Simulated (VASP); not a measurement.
Set up this calculation in VASP 6.6.1, as the native input.

* Task: single point
* Functional: PBEsol
* Potentials or basis: VASP PAW PBE potentials, release 64 (W_sv)
* Cutoff: 500 eV
* k mesh: 8 × 8 × 8
* Occupations: gaussian, width 0.1 eV
* Spin: no spin polarisation
* Dipole correction: no
* Further INCAR settings: ALGO = Normal; EDIFF = 1e-06; NBANDS = 13

The structure of W lies in POSCAR:

```
W
1.0
   -1.5628545130      1.5628545130      1.5628545130
    1.5628545130     -1.5628545130      1.5628545130
    1.5628545130      1.5628545130     -1.5628545130
W
1
Direct
    0.0000000000      0.0000000000      0.0000000000
```

These files were run (other wordings do the same):

INCAR

```
SYSTEM = W
ALGO = Normal
EDIFF = 1E-6
ENCUT = 500
GGA = PS
GGA_COMPAT = .False.
ISIF = 2
ISMEAR = 0
LASPH = .True.
LCHARG = .True.
LELF = .True.
LREAL = .False.
LVHAR = .True.
LWAVE = .False.
NBANDS = 13
NELM = 120
PREC = Accurate
SIGMA = 0.1
```

KPOINTS

```
k-points
0
Gamma
  8 8 8
  0 0 0
```

Potentials or basis: VASP PAW PBE potentials, release 64 (W_sv).

Run with:

```bash
$ cat potpaw_PBE.64/W_sv/POTCAR > POTCAR
$ mpirun -np 1 vasp_std > vasp.out
```

It gave:

```yaml
Pressure: 10.8 GPa
Band_gap_on_the_k_mesh: zero (band 7 reaches 17.28 eV, above the bottom of band 8 at 10.52 eV)
```

Caveat: the PAW data sets were made with another functional, which shifts forces and pressure a little; spin-orbit coupling is left out, which moves the levels of the heavy elements.

It took 4.2 s on 1 thread of Intel(R) Xeon(R) Platinum 8488C (Sapphire Rapids), with other jobs on the host, peak memory 0.12 GiB.
